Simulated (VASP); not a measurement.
# CuGe2 (I4/mmm) in VASP: a series of runs, part 2 of 2

VASP 6.6.1.

**3. Relaxation of cell and atoms, PBE**

This run uses another cell than the first one, of 10.56 Å³/atom.

Contents of INCAR:

```
PREC     = Accurate       # precision mode
ENCUT    = 600            # plane-wave cutoff, eV
EDIFF    = 1E-6           # SCF threshold, eV
ISMEAR   = 0              # smearing method
SIGMA    = 0.1            # smearing width, eV
LREAL    = False          # projectors in reciprocal space
LASPH    = True           # aspherical terms in the spheres
NELM     = 100            # most SCF steps
ALGO     = Normal         # electronic algorithm
ISIF     = 3              # what is computed and relaxed
LWAVE    = False          # write WAVECAR
LCHARG   = False          # write CHGCAR
GGA      = PE             # functional
IBRION   = 2              # ionic algorithm
NSW      = 100            # ionic steps
EDIFFG   = -0.05          # ionic threshold
```

Contents of KPOINTS:

```
regular mesh
0
Gamma
  10 10 10
```

Contents of POSCAR:

```
CuGe2
1.0
   -1.3162215768      1.3162215768      4.5707269710
    1.3162215768     -1.3162215768      4.5707269710
    1.3162215768      1.3162215768     -4.5707269710
Cu Ge
1 2
Direct
    0.0000000000      0.0000000000      0.0000000000
    0.3400000000      0.3400000000      0.0000000000
    0.6600000000      0.6600000000      0.0000000000
```

Potentials or basis: VASP PAW PBE potentials, release 64 (Cu, Ge_d).

On the command line:

```sh
> cat potpaw_PBE.64/Cu/POTCAR potpaw_PBE.64/Ge_d/POTCAR > POTCAR
> mpirun -np 1 vasp_std > vasp.out
```

OUTCAR:

```text
PREC = Accurate
   ENCUT = 600
   EDIFF = 1E-6
   ISMEAR = 0
   LREAL = False
   LASPH = True
   NELM = 100
   ISIF = 3
   GGA = PE
   IBRION = 2
   NSW = 100
   EDIFFG = -0.05

 ion  position               nearest neighbor table
   1  0.000  0.000  0.000-   3 2.37   3 2.37   3 2.37   2 2.37   3 2.37   2 2.37   2 2.37   2 2.37

   2  0.340  0.340  0.000-   1 2.37   1 2.37   1 2.37   1 2.37   3 2.48   3 2.48   3 2.48   3 2.48

   3  0.660  0.660  0.000-   1 2.37   1 2.37   1 2.37   1 2.37   2 2.48   2 2.48   2 2.48   2 2.48

  LATTYP: Found a body centered tetragonal cell.
 ALAT       =     2.6324431536
 C/A-ratio  =     3.4726120978

  Lattice vectors:

 A1 = (  -1.3162215768,   1.3162215768,   4.5707269710)
 A2 = (   1.3162215768,  -1.3162215768,   4.5707269710)
 A3 = (   1.3162215768,   1.3162215768,  -4.5707269710)

Analysis of symmetry for initial positions (statically):
=====================================================================
 Subroutine PRICEL returns:
 Original cell was already a primitive cell.

 Routine SETGRP: Setting up the symmetry group for a
 body centered tetragonal supercell.

 Subroutine GETGRP returns: Found 16 space group operations
 (whereof 16 operations were pure point group operations)
 out of a pool of 16 trial point group operations.

The static configuration has the point symmetry D_4h.

Analysis of symmetry for dynamics (positions and initial velocities):
=====================================================================
 Subroutine PRICEL returns:
 Original cell was already a primitive cell.

 Routine SETGRP: Setting up the symmetry group for a
 body centered tetragonal supercell.

 Subroutine GETGRP returns: Found 16 space group operations
 (whereof 16 operations were pure point group operations)
 out of a pool of 16 trial point group operations.

The dynamic configuration has the point symmetry D_4h.

 Subroutine INISYM returns: Found 16 space group operations
 (whereof 16 operations are pure point group operations),
 and found     1 'primitive' translations

----------------------------------------------------------------------------------------

                                     Primitive cell

  volume of cell :      31.6740

  direct lattice vectors                    reciprocal lattice vectors
    -1.316221577  1.316221577  4.570726971     0.000000000  0.379875250  0.109391789
     1.316221577 -1.316221577  4.570726971     0.379875250  0.000000000  0.109391789
     1.316221577  1.316221577 -4.570726971     0.379875250  0.379875250  0.000000000

  length of vectors
     4.935222743  4.935222743  4.935222743     0.395312242  0.395312242  0.537224730

  position of ions in fractional coordinates (direct lattice)
     0.000000000  0.000000000  0.000000000
     0.340000000  0.340000000  0.000000000
     0.660000000  0.660000000  0.000000000

  ion indices of the primitive-cell ions
   primitive index   ion index
                 1           1
                 2           2
                 3           3

----------------------------------------------------------------------------------------

 KPOINTS: regular mesh

Automatic generation of k-mesh.
 Grid dimensions read from file:
 generate k-points for:   10   10   10

 Generating k-lattice:

  Cartesian coordinates                     Fractional coordinates (reciprocal lattice)
     0.000000000  0.037987525  0.010939179     0.100000000  0.000000000  0.000000000
     0.037987525  0.000000000  0.010939179     0.000000000  0.100000000  0.000000000
     0.037987525  0.037987525  0.000000000     0.000000000  0.000000000  0.100000000

  Length of vectors
     0.039531224  0.039531224  0.053722473

  Shift w.r.t. Gamma in fractional coordinates (k-lattice)
     0.000000000  0.000000000  0.000000000

 Subroutine IBZKPT returns following result:
 ===========================================

 Found    102 irreducible k-points:

 Following reciprocal coordinates:
            Coordinates               Weight
  0.000000  0.000000  0.000000      1.000000
  0.100000 -0.000000  0.000000      8.000000
  0.200000 -0.000000  0.000000      8.000000
  0.300000 -0.000000  0.000000      8.000000
  0.400000 -0.000000  0.000000      8.000000
  0.500000 -0.000000  0.000000      4.000000
[... 16 lines left out ...]
  0.300000  0.300000  0.000000      8.000000
  0.400000  0.300000  0.000000     16.000000
 [... further k-points ...]
   k-points           NKPTS =    102   k-points in BZ     NKDIM =    102   number of bands    NBANDS=     23
   number of dos      NEDOS =    301   number of ions     NIONS =      3
   total plane-waves  NPLWV =  64000
   dimension x,y,z NGX =    40 NGY =   40 NGZ =   40
   dimension x,y,z NGXF=    80 NGYF=   80 NGZF=   80
   ions per type =               1   2
   NGX,Y,Z   is equivalent  to a cutoff of  13.47, 13.47, 13.47 a.u.
   NGXF,Y,Z  is equivalent  to a cutoff of  26.95, 26.95, 26.95 a.u.
 SYSTEM =  unknown system
   PREC   = accura    normal or accurate (medium, high low for compatibility)
   ISTART =      0    job   : 0-new  1-cont  2-samecut
   ICHARG =      2    charge: 1-file 2-atom 10-const
   ISPIN  =      1    spin polarized calculation?
   LNONCOLLINEAR =      F non collinear calculations
   LSORBIT =      F    spin-orbit coupling
   LASPH  =      T    aspherical Exc in radial PAW
   ENCUT  =  600.0 eV  44.10 Ry    6.64 a.u.   9.86  9.86  9.86*2*pi/ulx,y,z
   NELM   =    100;   NELMIN=  2; NELMDL= -5     # of ELM steps
   EDIFF  = 0.1E-05   stopping-criterion for ELM
   LREAL  =      F    real-space projection
   EDIFFG = -.5E-01   stopping-criterion for IOM
   NSW    =    100    number of steps for IOM
   IBRION =      2    ionic relax: 0-MD 1-quasi-New 2-CG
   NFREE  =      1    steps in history (QN), initial steepest desc. (CG)
   ISIF   =      3    stress and relaxation
   ISYM   =      2    0-nonsym 1-usesym 2-fastsym
   POTIM  = 0.5000    time-step for ionic-motion
   TEBEG  =    0.0;   TEEND  =   0.0 temperature during run
   PSTRESS=    0.0 pullay stress
   NELECT =      39.0000    total number of electrons
   NUPDOWN=      -1.0000    fix difference up-down
   EMIN   =  10.00;   EMAX   =-10.00  energy-range for DOS
   EFERMI =   0.00;   METHOD = LEGACY
   ISMEAR =     0;   SIGMA  =   0.10  broadening in eV -4-tet -1-fermi 0-gaus
   EFERMI_NEDOS =   21; number of points for ismear=-14 and -15
   IALGO  =     38    algorithm
   IMIX   =      4    mixing-type and parameters
     AMIX     =   0.40;   BMIX     =  1.00
     AMIX_MAG =   1.60;   BMIX_MAG =  1.00
  volume/ion in A,a.u.               =      10.56        71.25
  Fermi-wavevector in a.u.,A,eV,Ry     =   1.754669  3.315844 41.890492  3.078864
  Thomas-Fermi vector in A             =   2.824565
   LORBIT       =      0    0 simple, 1 ext, 2 COOP (PROOUT), +10 PAW based schemes
   GGA     = PE    functional components
   LHFCALC =     F    Hartree Fock is set to
   AEXX    =    0.0000 exact exchange contribution
   IVDW    =     0    specifies the selected vdW correction
   LEPSILON=     F    determine dielectric tensor
   LRPA    =     F    only Hartree local field effects (RPA)
 conjugate gradient relaxation of ions
 non-spin polarized calculation
 Gauss-broadening in eV      SIGMA  =   0.10
  energy-cutoff  :      600.00
  volume of cell :       31.67
 maximum number of plane-waves:      1079
   NGX = 19   NGY = 19   NGZ = 19

--------------------------------------- Ionic step        1  -------------------------------------------

 number of electron      38.9999995 magnetization

 Free energy of the ion-electron system (eV)
  ---------------------------------------------------
  ext. energy  EPLUGINS =         0.00000000
  ---------------------------------------------------
  free energy    TOTEN  =        -8.16271516 eV

  energy without entropy =       -8.15961781  energy(sigma->0) =       -8.16116648

 E-fermi :  13.6667     XC(G=0): -14.1951

 val. band max:       13.6459425647   @ k =   0.4000   0.2000   0.1000
 cond. band min:      13.6751867532   @ k =   0.5000  -0.0000   0.0000
 fundamental gap:      0.0292441884
 Fermi energy:        13.6666961859
[... 1361 lines left out ...]
  FREE ENERGIE OF THE ION-ELECTRON SYSTEM (eV)
  ---------------------------------------------------
  free  energy   TOTEN  =       -12.0304832722 eV

  energy  without entropy=      -12.0255307194  energy(sigma->0) =      -12.02800700

[... ionic steps 4 to 14 ...]

--------------------------------------- Ionic step       15  -------------------------------------------

 number of electron      39.0000019 magnetization

------------------------ aborting loop because EDIFF is reached ----------------------------------------
[... 69 lines left out ...]
--------------------------------------- Ionic step       17  -------------------------------------------

 number of electron      39.0000047 magnetization

 Free energy of the ion-electron system (eV)
  ---------------------------------------------------
  ext. energy  EPLUGINS =         0.00000000
  ---------------------------------------------------
  free energy    TOTEN  =       -12.15669988 eV

  energy without entropy =      -12.15267599  energy(sigma->0) =      -12.15468793

 E-fermi :   6.6657     XC(G=0): -11.4538

 val. band max:        6.6388357701   @ k =  -0.3000  -0.3000   0.2000
 cond. band min:       6.6978289971   @ k =  -0.3000   0.5000   0.2000
 fundamental gap:      0.0589932270
 Fermi energy:         6.6656549580
[... 654 lines left out ...]
  FREE ENERGIE OF THE ION-ELECTRON SYSTEM (eV)
  ---------------------------------------------------
  free  energy   TOTEN  =       -12.1566998793 eV

  energy  without entropy=      -12.1526759868  energy(sigma->0) =      -12.15468793

 reached required accuracy - stopping structural energy minimisation
```

Run time: 39 min. Hardware: 1 thread of Intel Xeon Platinum 8259CL at 2.50GHz (Skylake/Cascade Lake), shared host; peak memory 0.31 GiB.

Results:

| Item | Value |
| --- | --- |
| Free energy | -12.1567 eV |
| Relaxed volume | 16.98 Å³/atom |
| Relaxed cell | a = 6.566 Å, b = 6.566 Å, c = 6.566 Å, α = 154.88°, β = 154.88°, γ = 35.82° |
| Space group after relaxing (to 0.1 Å) | I4/mmm (No. 139) |
| Energy gained by relaxing | 1331.3 meV/atom |
| Ionic steps | 17 |
| Pressure after relaxing | -0.1 GPa |
| Largest force after relaxing | 0.042 eV/Å |
| Band gap on the k mesh | zero (an odd number of electrons rules out a gap without spin polarisation) |

Forces on the atoms (eV/Å):
```
Cu   0.000  0.000  0.000
Ge   0.000  0.000 -0.042
Ge   0.000  0.000  0.042
```

Step by step:
```
step  energy change (eV)  largest force (eV/Å)  pressure (GPa)  volume (Å³)
   1              0.0000                0.8862          104.98        31.67
   2             -2.3229                0.3206          -12.93        75.11
   3             -3.8678                0.4413           -1.26        49.92
   4             -3.8696                0.4414           -0.70        49.50
   5             -3.8695                0.4410            0.01        49.09
   6             -3.8954                0.3038            0.29        48.99
   7             -3.9161                0.1742            0.77        48.83
   8             -3.9470                0.0487            2.09        48.45
   9             -3.8977                0.6058            7.78        47.48
  10             -3.9542                0.1139            3.54        48.24
  11             -3.9740                0.1043            1.83        49.16
  12             -3.9851                0.0555            0.34        50.19
  13             -3.9834                0.0265           -2.24        52.26
  14             -3.9890                0.0163           -0.89        51.06
  15             -3.9921                0.0231           -0.55        51.04
  16             -3.9937                0.0319           -0.36        51.01
  17             -3.9940                0.0422           -0.11        50.94
```

Final structure:
```yaml
crystal:
  lattice:
    - [-1.42770, 1.42770, 6.24802]
    - [1.42770, -1.42770, 6.24802]
    - [1.42770, 1.42770, -6.24802]
  atoms:
    - { symbol: Cu, position: [0.00000, 0.00000, 0.00000] }
    - { symbol: Ge, position: [0.35888, 0.35888, 0.00000] }
    - { symbol: Ge, position: [0.64112, 0.64112, 0.00000] }
```

Levels at points of the mesh, in eV from the Fermi level:
| k point | band 18 | band 19 | band 20 | band 21 | band 22 | band 23 |
| --- | --- | --- | --- | --- | --- | --- |
| (0.00, 0.00, 0.00) | -2.76 | 2.12 | 5.70 | 5.70 | 6.04 | 6.04 |
| (0.50, 0.00, 0.00) | -3.00 | -2.16 | -1.35 | 1.18 | 4.62 | 6.46 |
| (0.50, 0.50, 0.00) | -2.43 | -2.31 | -0.91 | 0.45 | 1.76 | 2.53 |
| (0.50, 0.50, 0.50) | -2.76 | -1.69 | 4.92 | 4.92 | 7.32 | 7.32 |

Caveat: the volume moved by over 15 % at a fixed basis, so the end points are rough; an odd number of electrons without spin polarisation forces a metal; a magnetic or distorted state may lie lower; the relaxation stopped at a loose force limit of 0.05 eV/Å, so its end isn't a converged minimum.

The gap in the log of VASP goes by the Fermi energy; the results here count the filled bands.